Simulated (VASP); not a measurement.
# Mn (Im-3m) in VASP: single point with LDA

Aim: the single point of Mn with LDA.

Program: VASP 6.6.1. These are calculated values, not measurements. Logs are shortened: lines on timing, memory, paths and dates and some standing lists are left out, and cuts for length are marked.

### Step 1. The cell of the first run

Symmetry: Im-3m, No. 229, cubic system. The conventional cell has a = 2.874 Å, b = 2.874 Å, c = 2.874 Å, α = 90.00°, β = 90.00°, γ = 90.00°. Mn (site symmetry m-3m) has 14 Mn at 2.49 to 2.87 Å within 3.3 Å.

This isn't the form of Mn at room conditions, which is a 58-atom cubic cell.

### Step 2. Single point, LDA, non-collinear spin, typed start

INCAR

```
PREC     = Accurate       # precision mode
ENCUT    = 500            # plane-wave cutoff, eV
EDIFF    = 1E-6           # SCF threshold, eV
ISMEAR   = -1             # smearing method
SIGMA    = 0.03           # smearing width, eV
LREAL    = F              # projectors in reciprocal space
LASPH    = T              # aspherical terms in the spheres
NELM     = 200            # most SCF steps
ALGO     = Normal         # electronic algorithm
ISIF     = 2              # what is computed and relaxed
LWAVE    = F              # write WAVECAR
LCHARG   = T              # write CHGCAR
LNONCOLLINEAR= T              # non-collinear magnetism
MAGMOM   = 0.838 -0.199 -0.684 1.899 0.057 -0.034 1.466 0.833 -0.214 0.754 -2.017 0.451 # initial moments
LORBIT   = 11             # projections on sites
LMAXMIX  = 4              # l up to which the mixer works
LVHAR    = T            
NBANDS   = 66             # bands
GGA_COMPAT= F
```

KPOINTS

```
Automatic mesh
0
Gamma
  3 3 2
```

POSCAR

```
Mn
1.0
    2.8740366000      0.0000000000      0.0000000000
    0.0000000000      2.8740366000      0.0000000000
    0.0000000000      0.0000000000      5.7480732000
Mn
4
Direct
    0.0000000000      0.0000000000      0.0000000000
    0.5000000000      0.5000000000      0.2500000000
    0.0000000000      0.0000000000      0.5000000000
    0.5000000000      0.5000000000      0.7500000000
```

Potentials or basis: VASP PAW LDA potentials, release 64 (Mn_pv).

Run with:

```bash
> cat potpaw_LDA.64/Mn_pv/POTCAR > POTCAR
> mpirun -np 1 vasp_ncl > vasp.out
```

OUTCAR:

```text
PREC = Accurate
   ENCUT = 500
   EDIFF = 1E-6
   ISMEAR = -1
   LREAL = F
   LASPH = T
   NELM = 200
   ISIF = 2
   LNONCOLLINEAR = T
   LORBIT = 11

 ion  position               nearest neighbor table
   1  0.000  0.000  0.000-   2 2.49   4 2.49   2 2.49   4 2.49   2 2.49   4 2.49   2 2.49   4 2.49
                             3 2.87   3 2.87
   2  0.500  0.500  0.250-   1 2.49   3 2.49   1 2.49   3 2.49   1 2.49   3 2.49   1 2.49   3 2.49
                             4 2.87   4 2.87
   3  0.000  0.000  0.500-   2 2.49   4 2.49   2 2.49   4 2.49   2 2.49   4 2.49   2 2.49   4 2.49
                             1 2.87   1 2.87
   4  0.500  0.500  0.750-   1 2.49   3 2.49   1 2.49   3 2.49   1 2.49   3 2.49   1 2.49   3 2.49
                             2 2.87   2 2.87

  LATTYP: Found a simple tetragonal cell.
 ALAT       =     2.8740366000
 C/A-ratio  =     2.0000000000

  Lattice vectors:

 A1 = (   2.8740366000,   0.0000000000,   0.0000000000)
 A2 = (   0.0000000000,   2.8740366000,   0.0000000000)
 A3 = (   0.0000000000,   0.0000000000,   5.7480732000)

Analysis of symmetry for initial positions (statically):
=====================================================================
 Subroutine PRICEL returns following result:

  LATTYP: Found a body centered cubic cell.
 ALAT       =     2.8740366000

  Lattice vectors:

 A1 = (   1.4370183000,   1.4370183000,  -1.4370183000)
 A2 = (  -1.4370183000,   1.4370183000,   1.4370183000)
 A3 = (   1.4370183000,  -1.4370183000,   1.4370183000)

   4 primitive cells build up your supercell.

 Routine SETGRP: Setting up the symmetry group for a
 simple tetragonal supercell.

 Subroutine GETGRP returns: Found 16 space group operations
 (whereof 16 operations were pure point group operations)
 out of a pool of 16 trial point group operations.

The static configuration has the point symmetry D_4h.

Analysis of symmetry for dynamics (positions and initial velocities):
=====================================================================
 Subroutine PRICEL returns following result:

  LATTYP: Found a body centered cubic cell.
 ALAT       =     2.8740366000

  Lattice vectors:

 A1 = (   1.4370183000,   1.4370183000,  -1.4370183000)
 A2 = (  -1.4370183000,   1.4370183000,   1.4370183000)
 A3 = (   1.4370183000,  -1.4370183000,   1.4370183000)

   4 primitive cells build up your supercell.

 Routine SETGRP: Setting up the symmetry group for a
 simple tetragonal supercell.

 Subroutine GETGRP returns: Found 16 space group operations
 (whereof 16 operations were pure point group operations)
 out of a pool of 16 trial point group operations.

The dynamic configuration has the point symmetry D_4h.

Analysis of structural, dynamic, and magnetic symmetry:
=====================================================================
 Subroutine PRICEL returns:
 Original cell was already a primitive cell.

 Routine SETGRP: Setting up the symmetry group for a
 simple tetragonal supercell.

 Subroutine GETGRP returns: Found  1 space group operations
 (whereof  1 operations were pure point group operations)
 out of a pool of 16 trial point group operations.

The overall configuration has the point symmetry C_1 .

 Subroutine INISYM returns: Found  1 space group operations
 (whereof  1 operations are pure point group operations),
 and found     1 'primitive' translations

----------------------------------------------------------------------------------------

                                     Primitive cell

  volume of cell :      47.4796

  direct lattice vectors                    reciprocal lattice vectors
[... 43 lines left out ...]

 Found     18 irreducible k-points:

 Following reciprocal coordinates:
            Coordinates               Weight
  0.000000  0.000000  0.000000      1.000000
  0.333333  0.000000  0.000000      1.000000
 -0.333333  0.000000  0.000000      1.000000
  0.000000  0.333333  0.000000      1.000000
  0.000000 -0.333333  0.000000      1.000000
  0.333333  0.333333  0.000000      1.000000
[... 10 lines left out ...]
 -0.333333  0.333333  0.500000      1.000000
  0.333333 -0.333333  0.500000      1.000000
   k-points           NKPTS =     18   k-points in BZ     NKDIM =     18   number of bands    NBANDS=     66
   number of dos      NEDOS =    301   number of ions     NIONS =      4
   total plane-waves  NPLWV =  24192
   dimension x,y,z NGX =    24 NGY =   24 NGZ =   42
   dimension x,y,z NGXF=    48 NGYF=   48 NGZF=   84
   ions per type =               4
   NGX,Y,Z   is equivalent  to a cutoff of  13.88, 13.88, 12.15 a.u.
   NGXF,Y,Z  is equivalent  to a cutoff of  27.77, 27.77, 24.29 a.u.
 SYSTEM =  unknown system
   PREC   = accura    normal or accurate (medium, high low for compatibility)
   ISTART =      0    job   : 0-new  1-cont  2-samecut
   ICHARG =      2    charge: 1-file 2-atom 10-const
   ISPIN  =      1    spin polarized calculation?
   LNONCOLLINEAR =      T non collinear calculations
   LSORBIT =      F    spin-orbit coupling
   LASPH  =      T    aspherical Exc in radial PAW
   ENCUT  =  500.0 eV  36.75 Ry    6.06 a.u.   5.24  5.24 10.48*2*pi/ulx,y,z
   NELM   =    200;   NELMIN=  2; NELMDL= -5     # of ELM steps
   EDIFF  = 0.1E-05   stopping-criterion for ELM
   LREAL  =      F    real-space projection
   EDIFFG = 0.1E-04   stopping-criterion for IOM
   NSW    =      0    number of steps for IOM
   IBRION =     -1    ionic relax: 0-MD 1-quasi-New 2-CG
   NFREE  =      0    steps in history (QN), initial steepest desc. (CG)
   ISIF   =      2    stress and relaxation
   ISYM   =      2    0-nonsym 1-usesym 2-fastsym
   POTIM  = 0.5000    time-step for ionic-motion
   TEBEG  =    0.0;   TEEND  =   0.0 temperature during run
   PSTRESS=    0.0 pullay stress
   NELECT =      52.0000    total number of electrons
   NUPDOWN=      -1.0000    fix difference up-down
   EMIN   =  10.00;   EMAX   =-10.00  energy-range for DOS
   EFERMI =   0.00;   METHOD = LEGACY
   ISMEAR =    -1;   SIGMA  =   0.03  broadening in eV -4-tet -1-fermi 0-gaus
   EFERMI_NEDOS =   21; number of points for ismear=-14 and -15
   IALGO  =     38    algorithm
   IMIX   =      4    mixing-type and parameters
     AMIX     =   0.40;   BMIX     =  1.00
     AMIX_MAG =   1.60;   BMIX_MAG =  1.00
  volume/ion in A,a.u.               =      11.87        80.10
  Fermi-wavevector in a.u.,A,eV,Ry     =   1.687487  3.188887 38.744098  2.847611
  Thomas-Fermi vector in A             =   2.769964
   LORBIT       =     11    0 simple, 1 ext, 2 COOP (PROOUT), +10 PAW based schemes
   GGA     = CA    functional components
   LHFCALC =     F    Hartree Fock is set to
   AEXX    =    0.0000 exact exchange contribution
   IVDW    =     0    specifies the selected vdW correction
   LEPSILON=     F    determine dielectric tensor
   LRPA    =     F    only Hartree local field effects (RPA)
  energy-cutoff  :      500.00
  volume of cell :       47.48
 maximum number of plane-waves:      2458
 NGX is ok and might be reduce to    24
   NGX = 11   NGY = 11   NGZ = 21

 number of electron      52.0000011 magnetization       0.9408033     -0.3969282     -0.1509429

 Free energy of the ion-electron system (eV)
  ---------------------------------------------------
  ext. energy  EPLUGINS =         0.00000000
  ---------------------------------------------------
  free energy    TOTEN  =       -39.41288522 eV

  energy without entropy =      -39.38916377  energy(sigma->0) =      -39.40102450

 E-fermi :   9.1857     XC(G=0): -13.7785

 val. band max:        9.1587463538   @ k =   0.0000  -0.3333   0.0000
 cond. band min:       9.1977307888   @ k =  -0.3333   0.3333   0.0000
 fundamental gap:      0.0389844350
 Fermi energy:         9.1857460497

 k-point     1 :       0.0000    0.0000    0.0000
  band No.  band energies     occupation
      1     -38.9448      1.00000
      2     -38.9135      1.00000
      3     -38.9135      1.00000
      4     -38.8420      1.00000
      5     -38.8418      1.00000
      6     -38.7082      1.00000
[... 1195 lines left out ...]
     63      10.0007      0.00000
     64      10.0007      0.00000
 [bands above 64 left out]

------------------------ aborting loop because EDIFF is reached ----------------------------------------

  FORCE on cell =-STRESS in cart. coord.  units (eV):
  Direction    XX          YY          ZZ          XY          YZ          ZX
  --------------------------------------------------------------------------------------
  -------------------------------------------------------------------------------------
  Total      -11.5653328    -11.5653399    -10.0248399     -0.0000040     -0.0000008     -0.0000012
  in kB     -390.2670081   -390.2672460   -338.2837604     -0.0001341     -0.0000281     -0.0000392
  external PRESSURE =    -372.9393382 kB  Pullay stress =       0.0000000 kB

 VOLUME and BASIS-vectors are now :
 -----------------------------------------------------------------------------
  energy-cutoff  :      500.00
  volume of cell :       47.48
      direct lattice vectors                 reciprocal lattice vectors
     2.874036600  0.000000000  0.000000000     0.347942681  0.000000000  0.000000000
     0.000000000  2.874036600  0.000000000     0.000000000  0.347942681  0.000000000
     0.000000000  0.000000000  5.748073200     0.000000000  0.000000000  0.173971341

 POSITION                                       TOTAL-FORCE (eV/Angst)
 -----------------------------------------------------------------------------------
      0.00000      0.00000      0.00000         0.000000     -0.000000     -0.000068
      1.43702      1.43702      1.43702         0.000000      0.000001      0.000083
      0.00000      0.00000      2.87404        -0.000000     -0.000000      0.000073
      1.43702      1.43702      4.31105        -0.000000     -0.000000     -0.000087
 -----------------------------------------------------------------------------------
    total drift:                               -0.000002      0.000001      0.000010

  FREE ENERGIE OF THE ION-ELECTRON SYSTEM (eV)
  ---------------------------------------------------
  free  energy   TOTEN  =       -39.4128852206 eV

  energy  without entropy=      -39.3891637711  energy(sigma->0) =      -39.40102450

 total charge

# of ion       s       p       d       tot
------------------------------------------
    1        0.390   6.340   5.074  11.805
    2        0.390   6.340   5.074  11.805
    3        0.390   6.340   5.074  11.805
    4        0.390   6.340   5.074  11.805
--------------------------------------------------
tot          1.561  25.360  20.298  47.219

 magnetization (x)

# of ion       s       p       d       tot
------------------------------------------
    1       -0.001  -0.003   0.239   0.235
    2       -0.001  -0.003   0.236   0.232
    3       -0.001  -0.003   0.241   0.237
    4       -0.001  -0.003   0.238   0.234
--------------------------------------------------
tot         -0.005  -0.012   0.954   0.938

 magnetization (y)

# of ion       s       p       d       tot
------------------------------------------
    1        0.001   0.001  -0.098  -0.096
    2        0.000   0.001  -0.106  -0.104
    3        0.001   0.001  -0.095  -0.094
    4        0.000   0.001  -0.103  -0.102
--------------------------------------------------
tot          0.002   0.005  -0.403  -0.396

 magnetization (z)

# of ion       s       p       d       tot
------------------------------------------
    1        0.000   0.000  -0.042  -0.041
    2        0.000   0.000  -0.035  -0.035
    3        0.000   0.000  -0.041  -0.040
    4        0.000   0.000  -0.035  -0.034
--------------------------------------------------
tot          0.001   0.002  -0.153  -0.150
```

Run time: 9.7 min. Hardware: 1 thread of AMD EPYC 7R43 (Zen 3), shared host; peak memory 0.23 GiB.

Results:

```yaml
Free_energy: -39.4129 eV
Pressure: -37.3 GPa
Band_gap_on_the_k_mesh: zero (bands 52 and 53 overlap by 0.42 eV)
Net_moment: 1.03 μB per cell
Valence_electrons_inside_the_program's_atomic_spheres: Mn 11.80
```

Stress tensor (GPa, compression positive):
```
-39.03   0.00   0.00
  0.00 -39.03   0.00
  0.00   0.00 -33.83
```

Moments on the atoms (μB; x, y, z):
```
Mn   0.23 -0.10 -0.04
Mn   0.23 -0.10 -0.04
Mn   0.24 -0.09 -0.04
Mn   0.23 -0.10 -0.03
```

Caveat: the k points lie up to 0.73 Å⁻¹ apart.
